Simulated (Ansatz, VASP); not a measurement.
**MgSb2 in VASP and in Ansatz**

File INCAR:

```
SYSTEM = MgSb2
PREC = Accurate ; ENCUT = 520
EDIFF = 1E-7 ; ISMEAR = -1
SIGMA = 0.1 ; LREAL = .False.
LASPH = .True. ; NELM = 60
ALGO = Normal ; ISIF = 2
LWAVE = .False. ; LCHARG = .False.
GGA = PS ; IVDW = 13
NBANDS = 21
```

KPOINTS

```
Automatic mesh
0
Gamma
  4 4 4
  0 0 0
```

The input POSCAR:

```
MgSb2
1.0
    4.6976220000     -2.9410680000      0.0000000000
    4.6976220000      2.9410680000      0.0000000000
    0.0000000000      0.0000000000      5.6069510000
Mg Sb
2 4
Direct
    0.3158830000      0.6841170000      0.7500000000
    0.6841170000      0.3158830000      0.2500000000
    0.6345660000      0.0337820000      0.7500000000
    0.9662180000      0.3654340000      0.7500000000
    0.0337820000      0.6345660000      0.2500000000
    0.3654340000      0.9662180000      0.2500000000
```

Input for Ansatz:

```yaml
crystal:
  lattice:
    - [4.697622, -2.941068, 0.0]
    - [4.697622, 2.941068, 0.0]
    - [0.0, 0.0, 5.606951]
  atoms:
    - { symbol: Mg, position: [0.315883, 0.684117, 0.75] }
    - { symbol: Mg, position: [0.684117, 0.315883, 0.25] }
    - { symbol: Sb, position: [0.634566, 0.033782, 0.75] }
    - { symbol: Sb, position: [0.966218, 0.365434, 0.75] }
    - { symbol: Sb, position: [0.033782, 0.634566, 0.25] }
    - { symbol: Sb, position: [0.365434, 0.966218, 0.25] }
basis:
  ecutwfc: 500.0
kpoints:
  mp_grid:
    grid: [4, 4, 4]
hamiltonian:
  xc: pbesol
  dispersion: d4
  pseudopotentials:
    kind: paw
scf:
  max_iter: 100
  mixing:
    algorithm: broyden
  occupations:
    method: fermi_dirac
    width: 0.1
output:
  stress: true
```

Alike in both runs: task single point; functional PBEsol; dispersion D4; k mesh 4 × 4 × 4; occupations fermi-dirac, width 0.1 eV; no spin polarisation.

```csv
,VASP,Ansatz
version,VASP 6.6.1,Ansatz 0.2.0
potentials or method,"VASP PAW PBE potentials, release 64 (Mg, Sb), cutoff 520 eV","plane waves, PAW"
valence electrons in the cell,24,80
```

VASP gave:

* pressure (GPa): -3.6
* traceless stress, the component that is largest in VASP (GPa): 1.48

Task: What did Ansatz give for the same quantities?

Result: Pressure (GPa): -3.7; traceless stress, the component that is largest in VASP (GPa): 1.43.

VASP's potentials were made for PBE, not for PBEsol. VASP's potentials hold 24 valence electrons a cell and Ansatz's 80, so a difference there can come from the potentials and not from the codes.

Spin-orbit coupling is off throughout.
